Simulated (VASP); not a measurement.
# Br (Fm-3m) in VASP: a series of runs, part 3 of 3

VASP 6.6.1. Earlier steps stand in the parts before.

## Step 5: Single point, LDA

This run uses another cell than the first one, of 22.95 Å³/atom, 1.650 times its volume.

The input, INCAR:

```
SYSTEM = Br
ALGO = Normal ; EDIFF = 1E-6
ENCUT = 500 ; GGA_COMPAT = .False.
ISIF = 2 ; ISMEAR = -1
LASPH = .True. ; LCHARG = .True.
LELF = .True. ; LREAL = .False.
LVHAR = .True. ; LWAVE = .False.
NBANDS = 10 ; NELM = 120
PREC = Accurate ; SIGMA = 0.1
```

The input, KPOINTS:

```
k-points
0
Gamma
  14 14 14
  0 0 0
```

The input, POSCAR:

```
Br
1.0
    0.0000000000      2.2554924094      2.2554924094
    2.2554924094      0.0000000000      2.2554924094
    2.2554924094      2.2554924094      0.0000000000
Br
1
Direct
    0.0000000000      0.0000000000      0.0000000000
```

Potentials or basis: VASP PAW LDA potentials, release 64 (Br).

Started as:

```
$ cat potpaw_LDA.64/Br/POTCAR > POTCAR
$ mpirun -np 1 vasp_std > vasp.out
```

OUTCAR:

```text
SYSTEM = Br
   EDIFF = 1E-6
   ENCUT = 500
   ISIF = 2
   ISMEAR = -1
   LASPH = .True.
   LREAL = .False.
   NELM = 120
   PREC = Accurate

 ion  position               nearest neighbor table
   1  0.000  0.000  0.000-

  LATTYP: Found a face centered cubic cell.
 ALAT       =     4.5109848188

  Lattice vectors:

 A1 = (   0.0000000000,   2.2554924094,   2.2554924094)
 A2 = (   2.2554924094,   0.0000000000,   2.2554924094)
 A3 = (   2.2554924094,   2.2554924094,   0.0000000000)

Analysis of symmetry for initial positions (statically):
=====================================================================
 Subroutine PRICEL returns:
 Original cell was already a primitive cell.

 Routine SETGRP: Setting up the symmetry group for a
 face centered cubic supercell.

 Subroutine GETGRP returns: Found 48 space group operations
 (whereof 48 operations were pure point group operations)
 out of a pool of 48 trial point group operations.

The static configuration has the point symmetry O_h .

Analysis of symmetry for dynamics (positions and initial velocities):
=====================================================================
 Subroutine PRICEL returns:
 Original cell was already a primitive cell.

 Routine SETGRP: Setting up the symmetry group for a
 face centered cubic supercell.

 Subroutine GETGRP returns: Found 48 space group operations
 (whereof 48 operations were pure point group operations)
 out of a pool of 48 trial point group operations.

The dynamic configuration has the point symmetry O_h .

 Subroutine INISYM returns: Found 48 space group operations
 (whereof 48 operations are pure point group operations),
 and found     1 'primitive' translations

----------------------------------------------------------------------------------------

                                     Primitive cell

  volume of cell :      22.9485

  direct lattice vectors                    reciprocal lattice vectors
     0.000000000  2.255492409  2.255492409    -0.221681083  0.221681083  0.221681083
     2.255492409  0.000000000  2.255492409     0.221681083 -0.221681083  0.221681083
     2.255492409  2.255492409  0.000000000     0.221681083  0.221681083 -0.221681083

[... 109 lines left out ...]
   IVDW    =     0    specifies the selected vdW correction
   LEPSILON=     F    determine dielectric tensor
   LRPA    =     F    only Hartree local field effects (RPA)
 non-spin polarized calculation
  energy-cutoff  :      500.00
  volume of cell :       22.95
 maximum number of plane-waves:       595
   NGX = 11   NGY = 11   NGZ = 11

 number of electron       7.0000003 magnetization

 Free energy of the ion-electron system (eV)
  ---------------------------------------------------
  ext. energy  EPLUGINS =         0.00000000
  ---------------------------------------------------
  free energy    TOTEN  =        -1.64854813 eV

  energy without entropy =       -1.60416210  energy(sigma->0) =       -1.62635512

 E-fermi :   3.1336     XC(G=0): -10.2873

 val. band max:        3.1267877760   @ k =   0.2143   0.2143   0.0000
 cond. band min:       3.1728667480   @ k =  -0.2857   0.0714   0.0000
 fundamental gap:      0.0460789719
 Fermi energy:         3.1336344590

 k-point     1 :       0.0000    0.0000    0.0000
  band No.  band energies     occupation
      1     -13.0985      2.00000
      2       4.2786      0.00002
      3       4.2786      0.00002
      4       4.2786      0.00002
      5      11.7482      0.00000
      6      15.6400      0.00000
      7      15.6400      0.00000
      8      15.6400      0.00000
      9      19.7563      0.00000
     10      20.4263      0.00000
[... 287 lines left out ...]
 k-point    24 :       0.2857    0.1429    0.0000
  band No.  band energies     occupation
      1     -12.1341      2.00000
      2       0.6365      2.00000
      3       3.2108      0.63221
      4       3.2461      0.49047
      5      12.7222      0.00000
      6      14.1491      0.00000
      7      15.7371      0.00000
      8      17.3786      0.00000
      9      19.6486      0.00000
     10      21.5282      0.00000

 [... further k-points ...]

------------------------ aborting loop because EDIFF is reached ----------------------------------------

  FORCE on cell =-STRESS in cart. coord.  units (eV):
  Direction    XX          YY          ZZ          XY          YZ          ZX
  --------------------------------------------------------------------------------------
  -------------------------------------------------------------------------------------
  Total        0.0077696      0.0077696      0.0077696      0.0000000      0.0000000      0.0000000
  in kB        0.5424447      0.5424447      0.5424447      0.0000000      0.0000000      0.0000000
  external PRESSURE =       0.5424447 kB  Pullay stress =       0.0000000 kB

 VOLUME and BASIS-vectors are now :
 -----------------------------------------------------------------------------
  energy-cutoff  :      500.00
  volume of cell :       22.95
      direct lattice vectors                 reciprocal lattice vectors
     0.000000000  2.255492409  2.255492409    -0.221681083  0.221681083  0.221681083
     2.255492409  0.000000000  2.255492409     0.221681083 -0.221681083  0.221681083
     2.255492409  2.255492409  0.000000000     0.221681083  0.221681083 -0.221681083

 POSITION                                       TOTAL-FORCE (eV/Angst)
 -----------------------------------------------------------------------------------
      0.00000      0.00000      0.00000         0.000000      0.000000     -0.000000
 -----------------------------------------------------------------------------------
    total drift:                                0.000000      0.000000     -0.000000

  FREE ENERGIE OF THE ION-ELECTRON SYSTEM (eV)
  ---------------------------------------------------
  free  energy   TOTEN  =        -1.6485481339 eV

  energy  without entropy=       -1.6041620986  energy(sigma->0) =       -1.62635512
```

It took 12 s on 1 thread of Intel Xeon Platinum 8259CL at 2.50GHz (Skylake/Cascade Lake), shared host; peak memory 0.14 GiB.

What came out:

| Property | Result |
| --- | --- |
| Free energy | -1.6485 eV |
| Pressure | 0.1 GPa |

Caveat: an odd number of electrons without spin polarisation forces a metal; a magnetic or distorted state may lie lower.

## Step 6: Relaxation of cell and atoms, LDA, target pressure 79 GPa, at which the enthalpy is minimised

The input, INCAR:

```
PREC = Accurate
ENCUT = 500
EDIFF = 1E-7
ISMEAR = -1
SIGMA = 0.1
LREAL = False
LASPH = True
NELM = 120
ALGO = Normal
ISIF = 3
LWAVE = False
LCHARG = False
IBRION = 2
NSW = 60
EDIFFG = -0.005
PSTRESS = 790.0
GGA_COMPAT = False
NELMIN = 4
```

The input, KPOINTS:

```
Automatic mesh
0
Gamma
  16 16 16
```

The input, POSCAR:

```
Br
1.0
    0.0000000000      1.9086761404      1.9086761404
    1.9086761404      0.0000000000      1.9086761404
    1.9086761404      1.9086761404      0.0000000000
Br
1
Direct
    0.0000000000      0.0000000000      0.0000000000
```

Potentials or basis: VASP PAW LDA potentials, release 64 (Br).

Started as:

```
$ cat potpaw_LDA.64/Br/POTCAR > POTCAR
$ mpirun -np 1 vasp_std > vasp.out
```

Run time: 20 s. Hardware: 1 thread of Intel Xeon Platinum 8259CL at 2.50GHz (Skylake/Cascade Lake), shared host; peak memory 0.13 GiB.

It converged, with:

- Free energy: -0.2599 eV
- Relaxed volume: 13.94 Å³/atom
- Relaxed cell: a = 2.701 Å, b = 2.701 Å, c = 2.701 Å, α = 60.00°, β = 60.00°, γ = 60.00°
- Space group after relaxing (to 0.05 Å): Fm-3m (No. 225)
- Energy change on relaxing (the enthalpy is what falls): -14.8 meV/atom
- Ionic steps: 3
- Pressure after relaxing: 79.0 GPa

Step by step:
| step | energy change (eV) | largest force (eV/Å) | pressure (GPa) | volume (Å³) |
| --- | --- | --- | --- | --- |
| 1 | 0.0000 | 0.0000 | 79.73 | 13.91 |
| 2 | -0.0622 | 0.0000 | 76.66 | 14.03 |
| 3 | -0.0148 | 0.0000 | 79.00 | 13.94 |

Final structure:
```xyz
1
Lattice="0.0000 1.9100 1.9100 1.9100 0.0000 1.9100 1.9100 1.9100 0.0000" Properties=species:S:1:pos:R:3 pbc="T T T"
Br    0.0000    0.0000    0.0000
```

Levels at points of the mesh, in eV from the Fermi level:
```tsv
k point	band 1	band 2	band 3	band 4	band 5	band 6	band 7
(0.00, 0.00, 0.00)	-21.79	2.79	2.79	2.79	12.42	12.42	12.42
(0.50, 0.00, 0.00)	-16.89	-11.01	0.93	0.93	9.08	11.26	11.26
(0.50, 0.50, 0.00)	-14.87	-9.81	-2.83	-2.83	3.80	4.55	26.34
```

Caveat: the cell is relaxed towards a set pressure, so the enthalpy falls and the energy may rise; an odd number of electrons without spin polarisation forces a metal; a magnetic or distorted state may lie lower.

## Step 7: Relaxation of cell and atoms, LDA, target pressure 79 GPa, at which the enthalpy is minimised

The input, INCAR:

```
PREC = Accurate ; ENCUT = 500
EDIFF = 1E-7 ; ISMEAR = -1
SIGMA = 0.1 ; LREAL = F
LASPH = T ; NELM = 120
ALGO = Normal ; ISIF = 3
LWAVE = F ; LCHARG = F
IBRION = 2 ; NSW = 32
EDIFFG = -0.005 ; PSTRESS = 790.0
GGA_COMPAT = F ; NELMIN = 4
```

KPOINTS is that of step 6.

The input, POSCAR:

```
Br
1.0
    0.0000000000      1.9088443980      1.9088443980
    1.9088443980      0.0000000000      1.9088443980
    1.9088443980      1.9088443980      0.0000000000
Br
1
Direct
    0.0000000000      0.0000000000      0.0000000000
```

Started as:

```
$ cat potpaw_LDA.64/Br/POTCAR > POTCAR
$ mpirun -np 1 vasp_std > vasp.out
```

It took 17 s on 1 thread of Intel Xeon Platinum 8259CL at 2.50GHz (Skylake/Cascade Lake), shared host; peak memory 0.13 GiB.

It converged, with:

```
Free energy                                            : -0.2599 eV
Relaxed volume                                         : 13.94 Å³/atom
Relaxed cell                                           : a = 2.701 Å, b = 2.701 Å, c = 2.701 Å, α = 60.00°, β = 60.00°, γ = 60.00°
Space group after relaxing (to 0.05 Å)                 : Fm-3m (No. 225)
Energy change on relaxing (the enthalpy is what falls) : -13.0 meV/atom
Ionic steps                                            : 3
Pressure after relaxing                                : 79.0 GPa
```

Step by step:
```tsv
step	energy change (eV)	largest force (eV/Å)	pressure (GPa)	volume (Å³)
1	0.0000	0.0000	79.64	13.91
2	-0.0545	0.0000	76.95	14.02
3	-0.0130	0.0000	79.00	13.94
```

Final structure:
```cif
data_structure
_symmetry_space_group_name_H-M 'P 1'
_symmetry_Int_Tables_number 1
_cell_length_a 2.7012
_cell_length_b 2.7012
_cell_length_c 2.7012
_cell_angle_alpha 60.000
_cell_angle_beta 60.000
_cell_angle_gamma 60.000
_cell_volume 13.94
loop_
_atom_site_label
_atom_site_type_symbol
_atom_site_fract_x
_atom_site_fract_y
_atom_site_fract_z
_atom_site_occupancy
Br1 Br 0.00000 0.00000 0.00000 1
```

Levels at points of the mesh, in eV from the Fermi level:
```tsv
k point	band 1	band 2	band 3	band 4	band 5	band 6	band 7
(0.00, 0.00, 0.00)	-21.79	2.79	2.79	2.79	12.42	12.42	12.42
(0.50, 0.00, 0.00)	-16.89	-11.01	0.93	0.93	9.08	11.26	11.26
(0.50, 0.50, 0.00)	-14.87	-9.81	-2.83	-2.83	3.80	4.55	26.34
```

Caveat: the cell is relaxed towards a set pressure, so the enthalpy falls and the energy may rise; an odd number of electrons without spin polarisation forces a metal; a magnetic or distorted state may lie lower.

## Step 8: The runs side by side

```csv
task,cell,k mesh,gap on the mesh (eV),pressure (GPa)
single point,"a = 2.699 Å, angles 60.0°, 1 atom",16 × 16 × 16,none,79.7
single point,"a = 2.700 Å, angles 60.0°, 1 atom",16 × 16 × 16,none,79.6
single point,"a = 3.190 Å, angles 60.0°, 1 atom",14 × 14 × 14,none,0.1
relaxation of cell and atoms,"relaxed to 79 GPa from a = 2.699 Å, angles 60.0°, 1 atom",16 × 16 × 16,none,79.0
relaxation of cell and atoms,"relaxed to 79 GPa from a = 2.700 Å, angles 60.0°, 1 atom",16 × 16 × 16,none,79.0
```

Alike in all rows: level LDA; potentials or basis VASP PAW LDA potentials, release 64 (Br); no spin polarisation; cutoff (eV) 500; smearing fermi-dirac 0.1 eV.

Caveats: an odd number of electrons without spin polarisation forces a metal; a magnetic or distorted state may lie lower; the cell is relaxed towards a set pressure, so the enthalpy falls and the energy may rise (some runs).

Total energies depend on the potentials used, so only differences within one code and one set of settings carry meaning.
